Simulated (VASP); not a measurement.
# TiRh3 (Pm-3m) in VASP: a series of runs, part 2 of 2

VASP 6.6.1. The steps go on from the part before.

### Step 3. Relaxation of cell and atoms, LDA

This run uses another cell than the first one, of 14.25 Å³/atom.

INCAR reads:

```
SYSTEM = TiRh3
PREC = Accurate
ENCUT = 600
EDIFF = 1E-7
ISMEAR = 0
SIGMA = 0.1
LREAL = .False.
LASPH = .True.
NELM = 60
ALGO = Fast
ISIF = 3
LWAVE = .False.
LCHARG = .False.
GGA = CA
IBRION = 2
NSW = 70
EDIFFG = -0.005
```

KPOINTS reads:

```
regular mesh
0
Gamma
  12 12 12
  0 0 0
```

POSCAR reads:

```
TiRh3
1.0
    3.8484042332      0.0000000000      0.0000000000
    0.0000000000      3.8484042332      0.0000000000
    0.0000000000      0.0000000000      3.8484042332
Ti Rh
1 3
Direct
    0.0000000000      0.0000000000      0.0000000000
    0.0000000000      0.5000000000      0.5000000000
    0.5000000000      0.0000000000      0.5000000000
    0.5000000000      0.5000000000      0.0000000000
```

Potentials or basis: VASP PAW LDA potentials, release 64 (Ti_sv, Rh_pv).

Started as:

```
> cat potpaw_LDA.64/Ti_sv/POTCAR potpaw_LDA.64/Rh_pv/POTCAR > POTCAR
> mpirun -np 1 vasp_std > vasp.out
```

OUTCAR:

```text
SYSTEM = TiRh3
   PREC = Accurate
   ENCUT = 600
   EDIFF = 1E-7
   ISMEAR = 0
   LREAL = .False.
   LASPH = .True.
   NELM = 60
   ISIF = 3
   GGA = CA
   IBRION = 2
   NSW = 70
   EDIFFG = -0.005

 ion  position               nearest neighbor table
   1  0.000  0.000  0.000-   2 2.72   3 2.72   4 2.72   2 2.72   3 2.72   2 2.72   4 2.72   2 2.72
                             3 2.72   4 2.72   3 2.72   4 2.72
   2  0.000  0.500  0.500-   1 2.72   3 2.72   4 2.72   1 2.72   4 2.72   1 2.72   3 2.72   1 2.72
                             3 2.72   4 2.72   4 2.72   3 2.72
   3  0.500  0.000  0.500-   1 2.72   2 2.72   4 2.72   1 2.72   4 2.72   2 2.72   4 2.72   4 2.72
                             1 2.72   2 2.72   1 2.72   2 2.72
   4  0.500  0.500  0.000-   1 2.72   2 2.72   3 2.72   2 2.72   3 2.72   1 2.72   3 2.72   3 2.72
                             1 2.72   2 2.72   2 2.72   1 2.72

  LATTYP: Found a simple cubic cell.
 ALAT       =     3.8484042332

  Lattice vectors:

 A1 = (   3.8484042332,   0.0000000000,   0.0000000000)
 A2 = (   0.0000000000,   3.8484042332,   0.0000000000)
 A3 = (   0.0000000000,   0.0000000000,   3.8484042332)

Analysis of symmetry for initial positions (statically):
=====================================================================
 Subroutine PRICEL returns:
 Original cell was already a primitive cell.

 Routine SETGRP: Setting up the symmetry group for a
 simple cubic supercell.

 Subroutine GETGRP returns: Found 48 space group operations
 (whereof 48 operations were pure point group operations)
 out of a pool of 48 trial point group operations.

The static configuration has the point symmetry O_h .

Analysis of symmetry for dynamics (positions and initial velocities):
=====================================================================
 Subroutine PRICEL returns:
 Original cell was already a primitive cell.

 Routine SETGRP: Setting up the symmetry group for a
 simple cubic supercell.

 Subroutine GETGRP returns: Found 48 space group operations
 (whereof 48 operations were pure point group operations)
 out of a pool of 48 trial point group operations.

The dynamic configuration has the point symmetry O_h .

 Subroutine INISYM returns: Found 48 space group operations
 (whereof 48 operations are pure point group operations),
 and found     1 'primitive' translations

----------------------------------------------------------------------------------------

                                     Primitive cell

  volume of cell :      56.9957

  direct lattice vectors                    reciprocal lattice vectors
     3.848404233  0.000000000  0.000000000     0.259847963  0.000000000  0.000000000
     0.000000000  3.848404233  0.000000000     0.000000000  0.259847963  0.000000000
     0.000000000  0.000000000  3.848404233     0.000000000  0.000000000  0.259847963

  length of vectors
     3.848404233  3.848404233  3.848404233     0.259847963  0.259847963  0.259847963

  position of ions in fractional coordinates (direct lattice)
     0.000000000  0.000000000  0.000000000
     0.000000000  0.500000000  0.500000000
     0.500000000  0.000000000  0.500000000
     0.500000000  0.500000000  0.000000000

  ion indices of the primitive-cell ions
   primitive index   ion index
                 1           1
                 2           2
                 3           3
                 4           4

[... 58 lines left out ...]
   ions per type =               1   3
   NGX,Y,Z   is equivalent  to a cutoff of  13.82, 13.82, 13.82 a.u.
   NGXF,Y,Z  is equivalent  to a cutoff of  27.65, 27.65, 27.65 a.u.
 SYSTEM =  TiRh3
   PREC   = accura    normal or accurate (medium, high low for compatibility)
   ISTART =      0    job   : 0-new  1-cont  2-samecut
   ICHARG =      2    charge: 1-file 2-atom 10-const
   ISPIN  =      1    spin polarized calculation?
   LNONCOLLINEAR =      F non collinear calculations
   LSORBIT =      F    spin-orbit coupling
   LASPH  =      T    aspherical Exc in radial PAW
   ENCUT  =  600.0 eV  44.10 Ry    6.64 a.u.   7.69  7.69  7.69*2*pi/ulx,y,z
   NELM   =     60;   NELMIN=  2; NELMDL= -5     # of ELM steps
   EDIFF  = 0.1E-06   stopping-criterion for ELM
   LREAL  =      F    real-space projection
   EDIFFG = -.5E-02   stopping-criterion for IOM
   NSW    =     70    number of steps for IOM
   IBRION =      2    ionic relax: 0-MD 1-quasi-New 2-CG
   NFREE  =      1    steps in history (QN), initial steepest desc. (CG)
   ISIF   =      3    stress and relaxation
   ISYM   =      2    0-nonsym 1-usesym 2-fastsym
   POTIM  = 0.5000    time-step for ionic-motion
   TEBEG  =    0.0;   TEEND  =   0.0 temperature during run
   PSTRESS=    0.0 pullay stress
   NELECT =      57.0000    total number of electrons
   NUPDOWN=      -1.0000    fix difference up-down
   EMIN   =  10.00;   EMAX   =-10.00  energy-range for DOS
   EFERMI =   0.00;   METHOD = LEGACY
   ISMEAR =     0;   SIGMA  =   0.10  broadening in eV -4-tet -1-fermi 0-gaus
   EFERMI_NEDOS =   21; number of points for ismear=-14 and -15
   IALGO  =     68    algorithm
   IMIX   =      4    mixing-type and parameters
     AMIX     =   0.40;   BMIX     =  1.00
     AMIX_MAG =   1.60;   BMIX_MAG =  1.00
  volume/ion in A,a.u.               =      14.25        96.16
  Fermi-wavevector in a.u.,A,eV,Ry     =   1.637140  3.093746 36.466698  2.680227
  Thomas-Fermi vector in A             =   2.728329
   LORBIT       =      0    0 simple, 1 ext, 2 COOP (PROOUT), +10 PAW based schemes
   GGA     = CA    functional components
   LHFCALC =     F    Hartree Fock is set to
   AEXX    =    0.0000 exact exchange contribution
   IVDW    =     0    specifies the selected vdW correction
   LEPSILON=     F    determine dielectric tensor
   LRPA    =     F    only Hartree local field effects (RPA)
 conjugate gradient relaxation of ions
 non-spin polarized calculation
 RMM-DIIS sequential band-by-band and
 Gauss-broadening in eV      SIGMA  =   0.10
  energy-cutoff  :      600.00
  volume of cell :       57.00
 maximum number of plane-waves:      1935
 NGX is ok and might be reduce to    32
   NGX = 15   NGY = 15   NGZ = 15

--------------------------------------- Ionic step        1  -------------------------------------------

 number of electron      57.0000021 magnetization

 Free energy of the ion-electron system (eV)
  ---------------------------------------------------
  ext. energy  EPLUGINS =         0.00000000
  ---------------------------------------------------
  free energy    TOTEN  =       -37.06563237 eV

  energy without entropy =      -37.04674899  energy(sigma->0) =      -37.05619068

------------------------ aborting loop because EDIFF is reached ----------------------------------------

  FORCE on cell =-STRESS in cart. coord.  units (eV):
  Direction    XX          YY          ZZ          XY          YZ          ZX
  --------------------------------------------------------------------------------------
  -------------------------------------------------------------------------------------
  Total       -5.0440669     -5.0440669     -5.0440669      0.0000000     -0.0000000     -0.0000000
  in kB     -141.7912309   -141.7912309   -141.7912309      0.0000000     -0.0000000     -0.0000000
  external PRESSURE =    -141.7912309 kB  Pullay stress =       0.0000000 kB
[... 215 lines left out ...]
--------------------------------------- Ionic step        7  -------------------------------------------

 number of electron      56.9999975 magnetization

 Free energy of the ion-electron system (eV)
  ---------------------------------------------------
  ext. energy  EPLUGINS =         0.00000000
  ---------------------------------------------------
  free energy    TOTEN  =       -37.21797243 eV

  energy without entropy =      -37.20087444  energy(sigma->0) =      -37.20942343

 E-fermi :  11.6480     XC(G=0): -14.1433

 val. band max:       11.6404655019   @ k =   0.1667   0.0833   0.0000
 cond. band min:      11.6590293605   @ k =   0.3333   0.0833   0.0833
 fundamental gap:      0.0185638586
 Fermi energy:        11.6479877879

 k-point     1 :       0.0000    0.0000    0.0000
  band No.  band energies     occupation
      1     -44.5190      2.00000
      2     -34.7893      2.00000
      3     -34.7893      2.00000
      4     -34.7893      2.00000
      5     -34.4579      2.00000
      6     -34.4579      2.00000
[... 877 lines left out ...]
     33      13.6589      0.00000
     34      13.9689      0.00000

 [... further k-points ...]

------------------------ aborting loop because EDIFF is reached ----------------------------------------

  FORCE on cell =-STRESS in cart. coord.  units (eV):
  Direction    XX          YY          ZZ          XY          YZ          ZX
  --------------------------------------------------------------------------------------
  -------------------------------------------------------------------------------------
  Total       -0.0017649     -0.0017649     -0.0017649      0.0000000     -0.0000000     -0.0000000
  in kB       -0.0526137     -0.0526137     -0.0526137      0.0000000     -0.0000000     -0.0000000
  external PRESSURE =      -0.0526137 kB  Pullay stress =       0.0000000 kB
[... 19 lines left out ...]
  FREE ENERGIE OF THE ION-ELECTRON SYSTEM (eV)
  ---------------------------------------------------
  free  energy   TOTEN  =       -37.2179724287 eV

  energy  without entropy=      -37.2008744353  energy(sigma->0) =      -37.20942343

 reached required accuracy - stopping structural energy minimisation
```

Wall time 28 min (1 thread of AMD EPYC 7R13 (Zen 3), shared host); peak memory 0.26 GiB.

Results:

| Item | Value |
| --- | --- |
| Free energy | -37.2180 eV |
| Relaxed volume | 13.44 Å³/atom |
| Relaxed cell | a = 3.774 Å, b = 3.774 Å, c = 3.774 Å, α = 90.00°, β = 90.00°, γ = 90.00° |
| Space group after relaxing (to 0.1 Å) | Pm-3m (No. 221) |
| Energy gained by relaxing | 38.1 meV/atom |
| Ionic steps | 7 |
| Pressure after relaxing | 0.0 GPa |
| Band gap on the k mesh | zero (an odd number of electrons rules out a gap without spin polarisation) |

Step by step:
```
step  energy change (eV)  largest force (eV/Å)  pressure (GPa)  volume (Å³)
   1              0.0000                0.0000          -14.18        57.00
   2              0.7287                0.0000           48.86        47.21
   3             -0.1520                0.0000           -0.75        53.89
   4             -0.1523                0.0000           -0.14        53.77
   5             -0.1523                0.0000            0.19        53.71
   6             -0.1523                0.0000           -0.35        53.81
   7             -0.1523                0.0000           -0.01        53.74
```

Final structure:
```xyz
4
Lattice="3.7738 0.0000 0.0000 0.0000 3.7738 0.0000 0.0000 0.0000 3.7738" Properties=species:S:1:pos:R:3 pbc="T T T"
Ti    0.0000    0.0000    0.0000
Rh    0.0000    1.8869    1.8869
Rh    1.8869    0.0000    1.8869
Rh    1.8869    1.8869    0.0000
```

Levels at points of the mesh, in eV from the Fermi level:
```csv
k point,band 25,band 26,band 27,band 28,band 29,band 30,band 31,band 32,band 33,band 34
"(0.00, 0.00, 0.00)",-0.20,0.89,1.40,1.40,1.40,2.79,2.79,3.74,3.74,3.74
"(0.50, 0.00, 0.00)",-1.31,-1.16,-1.16,-0.97,0.11,1.08,1.08,1.40,1.75,2.08
"(0.50, 0.50, 0.00)",-1.71,-1.61,-1.61,-1.22,-0.81,-0.78,1.49,1.49,1.60,3.56
"(0.50, 0.50, 0.50)",-1.65,0.94,0.94,0.94,1.01,1.17,1.17,1.17,2.66,2.66
```

LDA usually gives volumes a few per cent too small. Zero-point motion and thermal expansion aren't in these numbers.
